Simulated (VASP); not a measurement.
# CoSi2 (Fm-3m) in VASP: further runs

CoSi2 is run at these levels: PBEsol; tasks: single point.

Everything below comes from runs of VASP 6.6.1. Logs are shortened: lines on timing, memory, paths and dates and some standing lists are left out, and cuts for length are marked.

## Step 1: The cell of the first run

Symmetry: Fm-3m, No. 225, cubic system. The conventional cell has a = 5.091 Å, b = 5.091 Å, c = 5.091 Å, α = 90.00°, β = 90.00°, γ = 90.00°. Co (site symmetry m-3m) has 8 Si at 2.20 Å within 2.9 Å. Si (site symmetry -43m) has 4 Co at 2.20 Å and 6 Si at 2.55 Å within 2.9 Å.

## Step 2: Single point, PBEsol, collinear spin, ferromagnetic start (11.00 Å³/atom)

The input, INCAR:

```
SYSTEM = CoSi2
ALGO = Normal
EDIFF = 1E-7
ENCUT = 520
GGA = PS
ISIF = 2
ISMEAR = 0
ISPIN = 2
LASPH = .TRUE.
LCHARG = .TRUE.
LELF = .TRUE.
LMAXMIX = 4
LORBIT = 11
LREAL = .FALSE.
LVHAR = .TRUE.
LWAVE = .FALSE.
MAGMOM = 1.375 0 0
NBANDS = 20
NELM = 150
NUPDOWN = 1.375
PREC = Accurate
SIGMA = 0.15
```

The input, KPOINTS:

```
k-points
0
G
  14 14 14
  0 0 0
```

The input, POSCAR:

```
CoSi2
1.0
    0.0000000000      2.5455130630      2.5455130630
    2.5455130630      0.0000000000      2.5455130630
    2.5455130630      2.5455130630      0.0000000000
Co Si
1 2
Direct
    0.0000000000      0.0000000000      0.0000000000
    0.2500000000      0.2500000000      0.2500000000
    0.7500000000      0.7500000000      0.7500000000
```

Potentials or basis: VASP PAW PBE potentials, release 64 (Co, Si).

On the command line:

```console
$ cat potpaw_PBE.64/Co/POTCAR potpaw_PBE.64/Si/POTCAR > POTCAR
$ mpirun -np 1 vasp_std > vasp.out
```

OUTCAR:

```text
SYSTEM = CoSi2
   EDIFF = 1E-7
   ENCUT = 520
   GGA = PS
   ISIF = 2
   ISMEAR = 0
   ISPIN = 2
   LASPH = .TRUE.
   LORBIT = 11
   LREAL = .FALSE.
   NELM = 150
   NUPDOWN = 1.375
   PREC = Accurate

 ion  position               nearest neighbor table
   1  0.000  0.000  0.000-   3 2.20   3 2.20   3 2.20   2 2.20   3 2.20   2 2.20   2 2.20   2 2.20

   2  0.250  0.250  0.250-   1 2.20   1 2.20   1 2.20   1 2.20   3 2.55   3 2.55   3 2.55   3 2.55
                             3 2.55   3 2.55
   3  0.750  0.750  0.750-   1 2.20   1 2.20   1 2.20   1 2.20   2 2.55   2 2.55   2 2.55   2 2.55
                             2 2.55   2 2.55

  LATTYP: Found a face centered cubic cell.
 ALAT       =     5.0910261260

  Lattice vectors:

 A1 = (   0.0000000000,   2.5455130630,   2.5455130630)
 A2 = (   2.5455130630,   0.0000000000,   2.5455130630)
 A3 = (   2.5455130630,   2.5455130630,   0.0000000000)

Analysis of symmetry for initial positions (statically):
=====================================================================
 Subroutine PRICEL returns:
 Original cell was already a primitive cell.

 Routine SETGRP: Setting up the symmetry group for a
 face centered cubic supercell.

 Subroutine GETGRP returns: Found 48 space group operations
 (whereof 48 operations were pure point group operations)
 out of a pool of 48 trial point group operations.

The static configuration has the point symmetry O_h .

Analysis of symmetry for dynamics (positions and initial velocities):
=====================================================================
 Subroutine PRICEL returns:
 Original cell was already a primitive cell.

 Routine SETGRP: Setting up the symmetry group for a
 face centered cubic supercell.

 Subroutine GETGRP returns: Found 48 space group operations
 (whereof 48 operations were pure point group operations)
 out of a pool of 48 trial point group operations.

The dynamic configuration has the point symmetry O_h .

Analysis of structural, dynamic, and magnetic symmetry:
=====================================================================
 Subroutine PRICEL returns:
 Original cell was already a primitive cell.

 Routine SETGRP: Setting up the symmetry group for a
 face centered cubic supercell.

 Subroutine GETGRP returns: Found 48 space group operations
 (whereof 48 operations were pure point group operations)
 out of a pool of 48 trial point group operations.

The overall configuration has the point symmetry O_h .

 Subroutine INISYM returns: Found 48 space group operations
 (whereof 48 operations are pure point group operations),
 and found     1 'primitive' translations

----------------------------------------------------------------------------------------

                                     Primitive cell

  volume of cell :      32.9880

  direct lattice vectors                    reciprocal lattice vectors
     0.000000000  2.545513063  2.545513063    -0.196424056  0.196424056  0.196424056
     2.545513063  0.000000000  2.545513063     0.196424056 -0.196424056  0.196424056
     2.545513063  2.545513063  0.000000000     0.196424056  0.196424056 -0.196424056

  length of vectors
     3.599899097  3.599899097  3.599899097     0.340216445  0.340216445  0.340216445

  position of ions in fractional coordinates (direct lattice)
     0.000000000  0.000000000  0.000000000
     0.250000000  0.250000000  0.250000000
     0.750000000  0.750000000  0.750000000

  ion indices of the primitive-cell ions
   primitive index   ion index
                 1           1
                 2           2
                 3           3

----------------------------------------------------------------------------------------

 KPOINTS: k-points

Automatic generation of k-mesh.
 Grid dimensions read from file:
 generate k-points for:   14   14   14

 Generating k-lattice:

  Cartesian coordinates                     Fractional coordinates (reciprocal lattice)
    -0.014030290  0.014030290  0.014030290     0.071428571  0.000000000  0.000000000
     0.014030290 -0.014030290  0.014030290     0.000000000  0.071428571  0.000000000
     0.014030290  0.014030290 -0.014030290     0.000000000  0.000000000  0.071428571

  Length of vectors
     0.024301175  0.024301175  0.024301175

  Shift w.r.t. Gamma in fractional coordinates (k-lattice)
     0.000000000  0.000000000  0.000000000

 Subroutine IBZKPT returns following result:
 ===========================================

 Found    104 irreducible k-points:

 Following reciprocal coordinates:
            Coordinates               Weight
  0.000000  0.000000  0.000000      1.000000
  0.071429  0.000000  0.000000      8.000000
  0.142857  0.000000  0.000000      8.000000
  0.214286  0.000000  0.000000      8.000000
  0.285714  0.000000  0.000000      8.000000
  0.357143  0.000000  0.000000      8.000000
[... 16 lines left out ...]
  0.214286  0.142857  0.000000     24.000000
  0.285714  0.142857  0.000000     24.000000
 [... further k-points ...]
   k-points           NKPTS =    104   k-points in BZ     NKDIM =    104   number of bands    NBANDS=     20
   number of dos      NEDOS =    301   number of ions     NIONS =      3
   total plane-waves  NPLWV =  21952
   dimension x,y,z NGX =    28 NGY =   28 NGZ =   28
   dimension x,y,z NGXF=    56 NGYF=   56 NGZF=   56
   ions per type =               1   2
   NGX,Y,Z   is equivalent  to a cutoff of  12.93, 12.93, 12.93 a.u.
   NGXF,Y,Z  is equivalent  to a cutoff of  25.86, 25.86, 25.86 a.u.
 SYSTEM =  CoSi2
   PREC   = accura    normal or accurate (medium, high low for compatibility)
   ISTART =      0    job   : 0-new  1-cont  2-samecut
   ICHARG =      2    charge: 1-file 2-atom 10-const
   ISPIN  =      2    spin polarized calculation?
   LNONCOLLINEAR =      F non collinear calculations
   LSORBIT =      F    spin-orbit coupling
   LASPH  =      T    aspherical Exc in radial PAW
   ENCUT  =  520.0 eV  38.22 Ry    6.18 a.u.   6.69  6.69  6.69*2*pi/ulx,y,z
   NELM   =    150;   NELMIN=  2; NELMDL= -5     # of ELM steps
   EDIFF  = 0.1E-06   stopping-criterion for ELM
   LREAL  =      F    real-space projection
   EDIFFG = 0.1E-05   stopping-criterion for IOM
   NSW    =      0    number of steps for IOM
   IBRION =     -1    ionic relax: 0-MD 1-quasi-New 2-CG
   NFREE  =      0    steps in history (QN), initial steepest desc. (CG)
   ISIF   =      2    stress and relaxation
   ISYM   =      2    0-nonsym 1-usesym 2-fastsym
   POTIM  = 0.5000    time-step for ionic-motion
   TEBEG  =    0.0;   TEEND  =   0.0 temperature during run
   PSTRESS=    0.0 pullay stress
   NELECT =      17.0000    total number of electrons
   NUPDOWN=       1.3750    fix difference up-down
   EMIN   =  10.00;   EMAX   =-10.00  energy-range for DOS
   EFERMI =   0.00;   METHOD = LEGACY
   ISMEAR =     0;   SIGMA  =   0.15  broadening in eV -4-tet -1-fermi 0-gaus
   EFERMI_NEDOS =   21; number of points for ismear=-14 and -15
   IALGO  =     38    algorithm
   IMIX   =      4    mixing-type and parameters
     AMIX     =   0.40;   BMIX     =  1.00
     AMIX_MAG =   1.60;   BMIX_MAG =  1.00
  volume/ion in A,a.u.               =      11.00        74.20
  Fermi-wavevector in a.u.,A,eV,Ry     =   1.312520  2.480302 23.438863  1.722708
  Thomas-Fermi vector in A             =   2.442906
   LORBIT       =     11    0 simple, 1 ext, 2 COOP (PROOUT), +10 PAW based schemes
   GGA     = PS    functional components
   LHFCALC =     F    Hartree Fock is set to
   AEXX    =    0.0000 exact exchange contribution
   IVDW    =     0    specifies the selected vdW correction
   LEPSILON=     F    determine dielectric tensor
   LRPA    =     F    only Hartree local field effects (RPA)
 spin polarized calculation
 Gauss-broadening in eV      SIGMA  =   0.15
  energy-cutoff  :      520.00
  volume of cell :       32.99
 maximum number of plane-waves:       905
   NGX = 13   NGY = 13   NGZ = 13

 number of electron      16.9999999 magnetization       1.3750000

 Free energy of the ion-electron system (eV)
  ---------------------------------------------------
  ext. energy  EPLUGINS =         0.00000000
  ---------------------------------------------------
  free energy    TOTEN  =       -19.43855992 eV

  energy without entropy =      -19.41526723  energy(sigma->0) =      -19.42691358

 E-fermi :  11.5230     XC(G=0): -12.5681

 val. band max:       14.4837291124   @ k =   0.5000   0.3571   0.0714
 cond. band min:      11.5296084238   @ k =  -0.4286   0.2857   0.0714
 fundamental gap:     -2.9541206886
 Fermi energy:        14.5008055239

 spin component 1

 k-point     1 :       0.0000    0.0000    0.0000
  band No.  band energies     occupation
      1      -2.3333      1.00000
      2       7.0692      1.00000
      3       7.0692      1.00000
      4       7.0692      1.00000
      5       9.2861      1.00000
      6       9.2861      1.00000
[... 12 lines left out ...]
     19      23.0624      0.00000
     20      30.1318      0.00000

 k-point     2 :       0.0714    0.0000    0.0000
  band No.  band energies     occupation
      1      -2.2462      1.00000
      2       6.9183      1.00000
      3       7.1005      1.00000
      4       7.1005      1.00000
      5       9.2606      1.00000
      6       9.2606      1.00000
[... 12 lines left out ...]
     19      23.4588      0.00000
     20      30.3766      0.00000
[... 465 lines left out ...]
      3       7.1835      1.00000
      4       7.2160      1.00000
      5       8.6278      1.00000
      6       9.4622      1.00000
[... 12 lines left out ...]
     19      26.2559      0.00000
     20      32.0349      0.00000

 k-point    24 :       0.2857    0.1429    0.0000
  band No.  band energies     occupation
      1      -1.0744      1.00000
      2       5.5538      1.00000
      3       7.2753      1.00000
      4       7.3203      1.00000
      5       8.4689      1.00000
      6       9.5159      1.00000
[... 12 lines left out ...]
     19      27.8561      0.00000
     20      30.2252      0.00000

 [... further k-points ...]

 spin component 2

 k-point     1 :       0.0000    0.0000    0.0000
  band No.  band energies     occupation
      1      -1.9861      1.00000
      2       7.5830      1.00000
      3       7.5830      1.00000
      4       7.5830      1.00000
      5       9.9552      1.00000
      6       9.9552      1.00000
[... 12 lines left out ...]
     19      23.3070      0.00000
     20      30.5087      0.00000

 k-point     2 :       0.0714    0.0000    0.0000
  band No.  band energies     occupation
      1      -1.8989      1.00000
      2       7.4203      1.00000
      3       7.6146      1.00000
      4       7.6146      1.00000
      5       9.9259      1.00000
      6       9.9259      1.00000
[... 12 lines left out ...]
     19      23.7067      0.00000
     20      30.7539      0.00000
[... 465 lines left out ...]
      3       7.6778      1.00000
      4       7.7166      1.00000
      5       9.2151      1.00000
      6      10.1414      1.00000
[... 12 lines left out ...]
     19      26.5420      0.00000
     20      32.3857      0.00000

 k-point    24 :       0.2857    0.1429    0.0000
  band No.  band energies     occupation
      1      -0.7263      1.00000
      2       5.9819      1.00000
      3       7.7662      1.00000
      4       7.8249      1.00000
      5       9.0280      1.00000
      6      10.1947      1.00000
[... 12 lines left out ...]
     19      28.1504      0.00000
     20      30.6101      0.00000

 [... further k-points ...]
[... 5 lines left out ...]
  --------------------------------------------------------------------------------------
  -------------------------------------------------------------------------------------
  Total        8.6679644      8.6679644      8.6679644     -0.0000000      0.0000000     -0.0000000
  in kB      420.9899383    420.9899383    420.9899383     -0.0000000      0.0000000     -0.0000000
  external PRESSURE =     420.9899383 kB  Pullay stress =       0.0000000 kB

 VOLUME and BASIS-vectors are now :
 -----------------------------------------------------------------------------
  energy-cutoff  :      520.00
  volume of cell :       32.99
      direct lattice vectors                 reciprocal lattice vectors
     0.000000000  2.545513063  2.545513063    -0.196424056  0.196424056  0.196424056
     2.545513063  0.000000000  2.545513063     0.196424056 -0.196424056  0.196424056
     2.545513063  2.545513063  0.000000000     0.196424056  0.196424056 -0.196424056

 POSITION                                       TOTAL-FORCE (eV/Angst)
 -----------------------------------------------------------------------------------
      0.00000      0.00000      0.00000        -0.000000      0.000000      0.000000
      1.27276      1.27276      1.27276         0.000000      0.000000      0.000000
      3.81827      3.81827      3.81827        -0.000000     -0.000000     -0.000000
 -----------------------------------------------------------------------------------
    total drift:                               -0.000000     -0.000000      0.000000

  FREE ENERGIE OF THE ION-ELECTRON SYSTEM (eV)
  ---------------------------------------------------
  free  energy   TOTEN  =       -19.4385599229 eV

  energy  without entropy=      -19.4152672330  energy(sigma->0) =      -19.42691358

 total charge

# of ion       s       p       d       tot
------------------------------------------
    1        0.633   0.920   7.752   9.305
    2        0.744   0.970   0.000   1.714
    3        0.744   0.970   0.000   1.714
--------------------------------------------------
tot          2.120   2.861   7.752  12.733

 magnetization (x)

# of ion       s       p       d       tot
------------------------------------------
    1        0.016   0.190   0.631   0.837
    2        0.030   0.088   0.000   0.117
    3        0.030   0.088   0.000   0.117
--------------------------------------------------
tot          0.075   0.365   0.631   1.071
```

Wall time 83 s (1 thread of Intel Xeon 6975P-C (Granite Rapids), shared host); peak memory 0.24 GiB.

What came out:

```
Free energy                                           : -19.4386 eV
Pressure                                              : 42.1 GPa
Net moment                                            : 1.38 μB per cell
Site moments                                          : Co +0.84; Si +0.12 μB
Valence electrons inside the program's atomic spheres : Co 9.30; Si 1.71
```

Caveat: the cell stands under pressure; the PAW data sets were made with another functional, which shifts forces and pressure a little; the total moment is fixed, so each spin has its own Fermi level.

## Step 3: Single point, PBEsol, collinear spin, ferromagnetic start (11.00 Å³/atom)

The input, INCAR:

```
PREC = Accurate
ENCUT = 520
EDIFF = 1E-6
ISMEAR = 0
SIGMA = 0.15
LREAL = F
LASPH = T
NELM = 150
ALGO = Normal
ISIF = 2
LWAVE = F
LCHARG = F
ISPIN = 2
MAGMOM = 1.925 0 0
LORBIT = 11
NUPDOWN = 1.925
LMAXMIX = 4
GGA = PS
NBANDS = 20
```

The input, KPOINTS:

```
regular mesh
0
Gamma
  14 14 14
```

POSCAR is that of step 2.

Potentials or basis: VASP PAW PBE potentials, release 64 (Co, Si).

On the command line:

```console
$ cat potpaw_PBE.64/Co/POTCAR potpaw_PBE.64/Si/POTCAR > POTCAR
$ mpirun -np 1 vasp_std > vasp.out
```

Wall time 79 s (1 thread of Intel Xeon 6975P-C (Granite Rapids), shared host); peak memory 0.24 GiB.

Results (log left out):

```
Free energy                                           : -18.5726 eV
Pressure                                              : 48.7 GPa
Net moment                                            : 1.93 μB per cell
Site moments                                          : Co +1.16; Si +0.17 μB
Valence electrons inside the program's atomic spheres : Co 9.27; Si 1.73
```

Caveat: the cell stands under pressure; the PAW data sets were made with another functional, which shifts forces and pressure a little; the total moment is fixed, so each spin has its own Fermi level.
